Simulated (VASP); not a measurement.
# ZnSe (P4/nmm) in VASP: a series of runs

ZnSe is run at these levels: PBEsol; tasks: single point, relaxation of cell and atoms.

Program: VASP 6.6.1. These are calculated values, not measurements. Logs are shortened: lines on timing, memory, paths and dates and some standing lists are left out, and cuts for length are marked.

### 1 The cell of the first run

It takes space group P4/nmm (No. 129, tetragonal). Conventional cell: a = 4.026 Å, b = 4.026 Å, c = 5.541 Å, α = 90.00°, β = 90.00°, γ = 90.00°. Within 3.3 Å of Zn (site symmetry -4m2) lie 4 Se at 2.50 Å and 4 Zn at 2.85 Å. Se (site symmetry 4mm) has 4 Zn at 2.50 Å within 3.3 Å.

### 2 Single point, PBEsol

INCAR reads:

```
SYSTEM = ZnSe
  PREC = Accurate
  ENCUT = 520
  EDIFF = 1E-7
  ISMEAR = 0
  SIGMA = 0.02
  LREAL = .FALSE.
  LASPH = .TRUE.
  NELM = 60
  ALGO = Normal
  ISIF = 2
  LWAVE = .FALSE.
  LCHARG = .FALSE.
  GGA = PS
  NBANDS = 26
```

KPOINTS reads:

```
Automatic mesh
0
G
  8 8 6
  0 0 0
```

POSCAR reads:

```
ZnSe
1.0
    4.0256375597      0.0000000000      0.0000000000
    0.0000000000      4.0256375597      0.0000000000
    0.0000000000      0.0000000000      5.5406228226
Zn Se
2 2
Direct
    0.0000000000      0.0000000000      0.0000000000
    0.5000000000      0.5000000000      0.0000000000
    0.0000000000      0.5000000000      0.2676836854
    0.5000000000      0.0000000000      0.7323163146
```

Potentials or basis: VASP PAW PBE potentials, release 64 (Zn, Se).

On the command line:

```sh
> cat potpaw_PBE.64/Zn/POTCAR potpaw_PBE.64/Se/POTCAR > POTCAR
> mpirun -np 1 vasp_std > vasp.out
```

OUTCAR:

```text
SYSTEM = ZnSe
   PREC = Accurate
   ENCUT = 520
   EDIFF = 1E-7
   ISMEAR = 0
   LREAL = .FALSE.
   LASPH = .TRUE.
   NELM = 60
   ISIF = 2
   GGA = PS

 ion  position               nearest neighbor table
   1  0.000  0.000  0.000-   3 2.50   4 2.50   3 2.50   4 2.50   2 2.85   2 2.85   2 2.85   2 2.85

   2  0.500  0.500  0.000-   3 2.50   4 2.50   4 2.50   3 2.50   1 2.85   1 2.85   1 2.85   1 2.85

   3  0.000  0.500  0.268-   1 2.50   2 2.50   1 2.50   2 2.50
   4  0.500  0.000  0.732-   1 2.50   2 2.50   2 2.50   1 2.50

  LATTYP: Found a simple tetragonal cell.
 ALAT       =     4.0256375597
 C/A-ratio  =     1.3763342428

  Lattice vectors:

 A1 = (   4.0256375597,   0.0000000000,   0.0000000000)
 A2 = (   0.0000000000,   4.0256375597,   0.0000000000)
 A3 = (   0.0000000000,   0.0000000000,   5.5406228226)

Analysis of symmetry for initial positions (statically):
=====================================================================
 Subroutine PRICEL returns:
 Original cell was already a primitive cell.

 Routine SETGRP: Setting up the symmetry group for a
 simple tetragonal supercell.

 Subroutine GETGRP returns: Found 16 space group operations
 (whereof  8 operations were pure point group operations)
 out of a pool of 16 trial point group operations.

The static configuration has the point symmetry D_2d.
 The point group associated with its full space group is D_4h.

Analysis of symmetry for dynamics (positions and initial velocities):
=====================================================================
 Subroutine PRICEL returns:
 Original cell was already a primitive cell.

 Routine SETGRP: Setting up the symmetry group for a
 simple tetragonal supercell.

 Subroutine GETGRP returns: Found 16 space group operations
 (whereof  8 operations were pure point group operations)
 out of a pool of 16 trial point group operations.

The dynamic configuration has the point symmetry D_2d.
 The point group associated with its full space group is D_4h.

 Subroutine INISYM returns: Found 16 space group operations
 (whereof  8 operations are pure point group operations),
 and found     1 'primitive' translations

----------------------------------------------------------------------------------------

                                     Primitive cell

  volume of cell :      89.7900

  direct lattice vectors                    reciprocal lattice vectors
     4.025637560  0.000000000  0.000000000     0.248407857  0.000000000  0.000000000
     0.000000000  4.025637560  0.000000000     0.000000000  0.248407857  0.000000000
     0.000000000  0.000000000  5.540622823     0.000000000  0.000000000  0.180485125

  length of vectors
     4.025637560  4.025637560  5.540622823     0.248407857  0.248407857  0.180485125

  position of ions in fractional coordinates (direct lattice)
     0.000000000  0.000000000  0.000000000
     0.500000000  0.500000000  0.000000000
     0.000000000  0.500000000  0.267683685
     0.500000000  0.000000000  0.732316315

  ion indices of the primitive-cell ions
   primitive index   ion index
                 1           1
                 2           2
                 3           3
                 4           4

----------------------------------------------------------------------------------------

 KPOINTS: Automatic mesh

Automatic generation of k-mesh.
 Grid dimensions read from file:
 generate k-points for:    8    8    6

 Generating k-lattice:

  Cartesian coordinates                     Fractional coordinates (reciprocal lattice)
     0.031050982  0.000000000  0.000000000     0.125000000  0.000000000  0.000000000
     0.000000000  0.031050982  0.000000000     0.000000000  0.125000000  0.000000000
     0.000000000  0.000000000  0.030080854     0.000000000  0.000000000  0.166666667

  Length of vectors
     0.031050982  0.031050982  0.030080854

  Shift w.r.t. Gamma in fractional coordinates (k-lattice)
     0.000000000  0.000000000  0.000000000

 Subroutine IBZKPT returns following result:
 ===========================================

 Found     60 irreducible k-points:

 Following reciprocal coordinates:
            Coordinates               Weight
  0.000000  0.000000  0.000000      1.000000
  0.125000  0.000000  0.000000      4.000000
  0.250000  0.000000  0.000000      4.000000
  0.375000  0.000000  0.000000      4.000000
  0.500000  0.000000  0.000000      2.000000
  0.125000  0.125000  0.000000      4.000000
[... 16 lines left out ...]
  0.375000  0.125000  0.166667     16.000000
  0.500000  0.125000  0.166667      8.000000
 [... further k-points ...]
   k-points           NKPTS =     60   k-points in BZ     NKDIM =     60   number of bands    NBANDS=     26
   number of dos      NEDOS =    301   number of ions     NIONS =      4
   total plane-waves  NPLWV =  37800
   dimension x,y,z NGX =    30 NGY =   30 NGZ =   42
   dimension x,y,z NGXF=    60 NGYF=   60 NGZF=   84
   ions per type =               2   2
   NGX,Y,Z   is equivalent  to a cutoff of  12.39, 12.39, 12.60 a.u.
   NGXF,Y,Z  is equivalent  to a cutoff of  24.78, 24.78, 25.20 a.u.
 SYSTEM =  ZnSe
   PREC   = accura    normal or accurate (medium, high low for compatibility)
   ISTART =      0    job   : 0-new  1-cont  2-samecut
   ICHARG =      2    charge: 1-file 2-atom 10-const
   ISPIN  =      1    spin polarized calculation?
   LNONCOLLINEAR =      F non collinear calculations
   LSORBIT =      F    spin-orbit coupling
   LASPH  =      T    aspherical Exc in radial PAW
   ENCUT  =  520.0 eV  38.22 Ry    6.18 a.u.   7.49  7.49 10.30*2*pi/ulx,y,z
   NELM   =     60;   NELMIN=  2; NELMDL= -5     # of ELM steps
   EDIFF  = 0.1E-06   stopping-criterion for ELM
   LREAL  =      F    real-space projection
   EDIFFG = 0.1E-05   stopping-criterion for IOM
   NSW    =      0    number of steps for IOM
   IBRION =     -1    ionic relax: 0-MD 1-quasi-New 2-CG
   NFREE  =      0    steps in history (QN), initial steepest desc. (CG)
   ISIF   =      2    stress and relaxation
   ISYM   =      2    0-nonsym 1-usesym 2-fastsym
   POTIM  = 0.5000    time-step for ionic-motion
   TEBEG  =    0.0;   TEEND  =   0.0 temperature during run
   PSTRESS=    0.0 pullay stress
   NELECT =      36.0000    total number of electrons
   NUPDOWN=      -1.0000    fix difference up-down
   EMIN   =  10.00;   EMAX   =-10.00  energy-range for DOS
   EFERMI =   0.00;   METHOD = LEGACY
   ISMEAR =     0;   SIGMA  =   0.02  broadening in eV -4-tet -1-fermi 0-gaus
   EFERMI_NEDOS =   21; number of points for ismear=-14 and -15
   IALGO  =     38    algorithm
   IMIX   =      4    mixing-type and parameters
     AMIX     =   0.40;   BMIX     =  1.00
     AMIX_MAG =   1.60;   BMIX_MAG =  1.00
  volume/ion in A,a.u.               =      22.45       151.48
  Fermi-wavevector in a.u.,A,eV,Ry     =   1.207164  2.281210 19.827028  1.457245
  Thomas-Fermi vector in A             =   2.342810
   LORBIT       =      0    0 simple, 1 ext, 2 COOP (PROOUT), +10 PAW based schemes
   GGA     = PS    functional components
   LHFCALC =     F    Hartree Fock is set to
   AEXX    =    0.0000 exact exchange contribution
   IVDW    =     0    specifies the selected vdW correction
   LEPSILON=     F    determine dielectric tensor
   LRPA    =     F    only Hartree local field effects (RPA)
 non-spin polarized calculation
 Gauss-broadening in eV      SIGMA  =   0.02
  energy-cutoff  :      520.00
  volume of cell :       89.79
 maximum number of plane-waves:      2453
 NGX is ok and might be reduce to    30
   NGX = 15   NGY = 15   NGZ = 21

 number of electron      36.0000060 magnetization

 Free energy of the ion-electron system (eV)
  ---------------------------------------------------
  ext. energy  EPLUGINS =         0.00000000
  ---------------------------------------------------
  free energy    TOTEN  =       -12.89333286 eV

  energy without entropy =      -12.89333286  energy(sigma->0) =      -12.89333286

 E-fermi :   1.7343     XC(G=0):  -9.5699

 val. band max:        1.6138849885   @ k =   0.0000   0.0000   0.0000
 cond. band min:       3.3353637738   @ k =   0.0000   0.0000   0.0000
 fundamental gap:      1.7214787853
 Fermi energy:         1.7343411889

 k-point     1 :       0.0000    0.0000    0.0000
  band No.  band energies     occupation
      1     -11.8434      2.00000
      2     -10.6306      2.00000
      3      -5.4758      2.00000
      4      -5.4292      2.00000
      5      -5.3287      2.00000
      6      -5.3287      2.00000
[... 18 lines left out ...]
     25      12.0220      0.00000
     26      12.4125      0.00000

 k-point     2 :       0.1250    0.0000    0.0000
  band No.  band energies     occupation
      1     -11.7693      2.00000
      2     -10.6350      2.00000
      3      -5.4311      2.00000
      4      -5.4185      2.00000
      5      -5.3190      2.00000
      6      -5.2977      2.00000
[... 18 lines left out ...]
     25      10.8515      0.00000
     26      11.2788      0.00000

 k-point     3 :       0.2500    0.0000    0.0000
  band No.  band energies     occupation
      1     -11.5638      2.00000
      2     -10.6682      2.00000
      3      -5.3760      2.00000
      4      -5.3131      2.00000
      5      -5.2776      2.00000
      6      -5.2185      2.00000
[... 18 lines left out ...]
     25       9.5849      0.00000
     26      10.2358      0.00000

 k-point     4 :       0.3750    0.0000    0.0000
  band No.  band energies     occupation
      1     -11.2774      2.00000
      2     -10.7762      2.00000
      3      -5.2940      2.00000
      4      -5.1903      2.00000
      5      -5.1475      2.00000
      6      -5.1431      2.00000
[... 18 lines left out ...]
     25       9.5163      0.00000
     26       9.6311      0.00000

 k-point     5 :       0.5000    0.0000    0.0000
  band No.  band energies     occupation
      1     -10.9890      2.00000
      2     -10.9890      2.00000
      3      -5.1809      2.00000
      4      -5.1809      2.00000
      5      -5.0977      2.00000
      6      -5.0977      2.00000
[... 18 lines left out ...]
     25       9.2930      0.00000
     26       9.2930      0.00000

 k-point     6 :       0.1250    0.1250    0.0000
  band No.  band energies     occupation
      1     -11.6971      2.00000
      2     -10.6360      2.00000
      3      -5.4590      2.00000
      4      -5.3555      2.00000
      5      -5.2949      2.00000
      6      -5.2668      2.00000
[... 427 lines left out ...]
 k-point    21 :       0.1250    0.1250    0.1667
  band No.  band energies     occupation
      1     -11.6471      2.00000
      2     -10.7009      2.00000
      3      -5.4599      2.00000
      4      -5.3549      2.00000
      5      -5.2990      2.00000
      6      -5.2712      2.00000
[... 18 lines left out ...]
     25       9.1782      0.00000
     26      11.0380      0.00000

 k-point    22 :       0.2500    0.1250    0.1667
  band No.  band energies     occupation
      1     -11.4549      2.00000
      2     -10.7068      2.00000
      3      -5.4570      2.00000
      4      -5.2739      2.00000
      5      -5.2111      2.00000
      6      -5.2009      2.00000
[... 18 lines left out ...]
     25       8.6002      0.00000
     26      10.8623      0.00000

 k-point    23 :       0.3750    0.1250    0.1667
  band No.  band energies     occupation
      1     -11.1931      2.00000
      2     -10.7739      2.00000
      3      -5.3925      2.00000
      4      -5.1749      2.00000
      5      -5.1426      2.00000
      6      -5.1058      2.00000
[... 18 lines left out ...]
     25      10.0077      0.00000
     26      10.5879      0.00000

 k-point    24 :       0.5000    0.1250    0.1667
  band No.  band energies     occupation
      1     -10.9418      2.00000
      2     -10.9418      2.00000
      3      -5.2588      2.00000
      4      -5.2588      2.00000
      5      -5.0682      2.00000
      6      -5.0682      2.00000
[... 18 lines left out ...]
     25      10.3938      0.00000
     26      10.3938      0.00000

 [... further k-points ...]
[... 5 lines left out ...]
  --------------------------------------------------------------------------------------
  -------------------------------------------------------------------------------------
  Total        0.1452976      0.1452976      0.1540274      0.0000000      0.0000000      0.0000000
  in kB        2.5926332      2.5926332      2.7484050      0.0000000      0.0000000      0.0000000
  external PRESSURE =       2.6445571 kB  Pullay stress =       0.0000000 kB

 VOLUME and BASIS-vectors are now :
 -----------------------------------------------------------------------------
  energy-cutoff  :      520.00
  volume of cell :       89.79
      direct lattice vectors                 reciprocal lattice vectors
     4.025637560  0.000000000  0.000000000     0.248407857  0.000000000  0.000000000
     0.000000000  4.025637560  0.000000000     0.000000000  0.248407857  0.000000000
     0.000000000  0.000000000  5.540622823     0.000000000  0.000000000  0.180485125

 POSITION                                       TOTAL-FORCE (eV/Angst)
 -----------------------------------------------------------------------------------
      0.00000      0.00000      0.00000         0.000000     -0.000000      0.000000
      2.01282      2.01282      0.00000         0.000000      0.000000      0.000000
      0.00000      2.01282      1.48313         0.000000      0.000000      0.054966
      2.01282      0.00000      4.05749         0.000000     -0.000000     -0.054966
 -----------------------------------------------------------------------------------
    total drift:                                0.000000      0.000000      0.000000

  FREE ENERGIE OF THE ION-ELECTRON SYSTEM (eV)
  ---------------------------------------------------
  free  energy   TOTEN  =       -12.8933328575 eV

  energy  without entropy=      -12.8933328575  energy(sigma->0) =      -12.89333286
```

Run time: 61 s. Hardware: 1 thread of AMD EPYC 9R45 (Zen 5), shared host; peak memory 0.23 GiB.

Results:

- Free energy: -12.8933 eV
- Pressure: 0.3 GPa
- Largest force: 0.055 eV/Å
- Band gap on the k mesh: 1.72 eV, direct

Forces on the atoms (eV/Å):
```
Zn   0.000  0.000  0.000
Zn   0.000  0.000  0.000
Se   0.000  0.000  0.055
Se   0.000  0.000 -0.055
```

Caveat: the PAW data sets were made with another functional, which shifts forces and pressure a little.

### 3 Relaxation of cell and atoms, PBEsol

INCAR reads:

```
PREC = Accurate
ENCUT = 600
EDIFF = 1E-7
ISMEAR = 0
SIGMA = 0.02
LREAL = F
LASPH = T
NELM = 100
ALGO = Normal
ISIF = 3
LWAVE = F
LCHARG = F
GGA = PS
IBRION = 2
NSW = 100
EDIFFG = -0.005
```

KPOINTS reads:

```
regular mesh
0
Gamma
  8 8 6
```

POSCAR is that of step 2.

Potentials or basis: VASP PAW PBE potentials, release 64 (Zn, Se).

On the command line:

```sh
> cat potpaw_PBE.64/Zn/POTCAR potpaw_PBE.64/Se/POTCAR > POTCAR
> mpirun -np 1 vasp_std > vasp.out
```

Run time: 2.9 min. Hardware: 1 thread of AMD EPYC 9R45 (Zen 5), shared host; peak memory 0.28 GiB.

The run converged. Its results:

| Property | Result |
| --- | --- |
| Free energy | -12.8933 eV |
| Relaxed volume | 22.51 Å³/atom |
| Relaxed cell | a = 4.030 Å, b = 4.030 Å, c = 5.546 Å, α = 90.00°, β = 90.00°, γ = 90.00° |
| Space group after relaxing (to 0.05 Å) | P4/nmm (No. 129) |
| Energy gained by relaxing | 0.1 meV/atom |
| Ionic steps | 5 |
| Pressure after relaxing | 0.0 GPa |
| Largest force after relaxing | 0.004 eV/Å |
| Band gap on the k mesh | 1.71 eV, direct |

Forces in eV/Å, atoms in the order of the input:
```
Zn   0.000  0.000  0.000
Zn   0.000  0.000  0.000
Se   0.000  0.000  0.004
Se   0.000  0.000 -0.004
```

Step by step:
| step | energy change (eV) | largest force (eV/Å) | pressure (GPa) | volume (Å³) |
| --- | --- | --- | --- | --- |
| 1 | 0.0000 | 0.0547 | 0.25 | 89.79 |
| 2 | -0.0002 | 0.0233 | -0.17 | 90.24 |
| 3 | -0.0003 | 0.0069 | 0.00 | 90.06 |
| 4 | -0.0003 | 0.0054 | -0.02 | 90.07 |
| 5 | -0.0003 | 0.0044 | -0.01 | 90.05 |

Final structure:
```
Zn Se
1.0
     4.02952    0.00000    0.00000
     0.00000    4.02952    0.00000
     0.00000    0.00000    5.54613
Zn Se
2 2
Direct
  0.00000 0.00000 0.00000
  0.50000 0.50000 0.00000
  0.00000 0.50000 0.26804
  0.50000 0.00000 0.73196
```

Levels at points of the mesh, in eV from the valence-band top:
| k point | band 14 | band 15 | band 16 | band 17 | band 18 | band 19 | band 20 | band 21 | band 22 |
| --- | --- | --- | --- | --- | --- | --- | --- | --- | --- |
| (0.00, 0.00, 0.00) | -2.53 | -2.53 | -0.07 | 0.00 | 0.00 | 1.71 | 1.80 | 2.67 | 5.55 |
| (0.50, 0.00, 0.00) | -4.67 | -2.06 | -2.06 | -0.98 | -0.98 | 3.59 | 3.59 | 5.57 | 5.57 |
| (0.50, 0.50, 0.00) | -4.58 | -2.44 | -2.44 | -2.17 | -2.17 | 2.85 | 2.85 | 3.15 | 3.15 |
| (0.00, 0.00, 0.50) | -2.19 | -2.19 | -1.54 | -0.61 | -0.61 | 2.04 | 3.30 | 4.12 | 4.75 |
| (0.50, 0.00, 0.50) | -5.34 | -0.91 | -0.91 | -0.75 | -0.75 | 2.38 | 2.38 | 5.82 | 5.82 |
| (0.50, 0.50, 0.50) | -4.29 | -3.05 | -3.05 | -2.88 | -2.88 | 4.81 | 4.81 | 5.16 | 5.16 |

Caveat: the PAW data sets were made with another functional, which shifts forces and pressure a little.
